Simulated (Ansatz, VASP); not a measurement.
C in VASP and in Ansatz

```xyz
1
Lattice="0.0000 1.4835 1.4835 1.4835 0.0000 1.4835 1.4835 1.4835 0.0000" Properties=species:S:1:pos:R:3 pbc="T T T"
C     0.0000    0.0000    0.0000
```

Alike in both runs: task single point; functional r2SCAN; k mesh 20 × 20 × 20; occupations fermi-dirac, width 0.1 eV; no spin polarisation.

|  | VASP | Ansatz |
| --- | --- | --- |
| version | VASP 6.6.1 | Ansatz 0.2.0 |
| potentials or method | VASP PAW PBE potentials, release 64 (C), cutoff 520 eV | plane waves (500 eV) with PAW, scalar-relativistic |
| valence electrons in the cell | 4 | 4 |

Ansatz gave:

```
pressure (GPa) : 25.0
```

Question: What did VASP give for the same quantities?

Answer: Pressure (GPa): 25.2.

VASP's potentials were made for PBE, not for r2SCAN.
